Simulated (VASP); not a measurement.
Input of a VASP 6.6.1 run:

File INCAR:

```
SYSTEM = ScSi2O3
ALGO     = Normal         ! electronic algorithm
EDIFF    = 1E-6           ! SCF threshold, eV
ENCUT    = 520            ! plane-wave cutoff, eV
GGA      = PE             ! functional
ISIF     = 2              ! what is computed and relaxed
ISMEAR   = 0              ! smearing method
ISPIN    = 2              ! spin polarisation
LASPH    = .True.         ! aspherical terms in the spheres
LCHARG   = .False.        ! write CHGCAR
LMAXMIX  = 4              ! l up to which the mixer works
LORBIT   = 11             ! projections on sites
LREAL    = .False.        ! projectors in reciprocal space
LWAVE    = .False.        ! write WAVECAR
MAGMOM   = 0 0 0 1 1 1    ! initial moments
NBANDS   = 32             ! bands
NELM     = 150            ! most SCF steps
PREC     = Accurate       ! precision mode
SIGMA    = 0.1            ! smearing width, eV
```

KPOINTS

```
k-points
0
Gamma
  6 6 2
  0 0 0
```

The input POSCAR:

```
ScSi2O3
1.0
    3.2102163596      0.0000000000      0.0000000000
    0.0000000000      3.2102163596      0.0000000000
    0.0000000000      0.0000000000      7.8611924558
Sc Si O
1 2 3
Direct
    0.0000000000      0.0000000000      0.4855743229
    0.5000000000      0.5000000000      0.8641727372
    0.0000000000      0.0000000000      0.1327800604
    0.5000000000      0.0000000000      0.0217734454
    0.0000000000      0.5000000000      0.0217734454
    0.5000000000      0.5000000000      0.4739279887
```

Potentials or basis: VASP PAW PBE potentials, release 64 (Sc_sv, Si, O).

Command:

```console
$ cat potpaw_PBE.64/Sc_sv/POTCAR potpaw_PBE.64/Si/POTCAR potpaw_PBE.64/O/POTCAR > POTCAR
$ mpirun -np 1 vasp_std > vasp.out
```

(1) What does it give for the net moment?

(2) What does it give for the largest force?

(3) What does it give for the pressure?

Results:

(1) 0.31 μB per cell.

(2) 0.019 eV/Å.

(3) 0.3 GPa.

Caveat: the k points lie up to 0.40 Å⁻¹ apart.
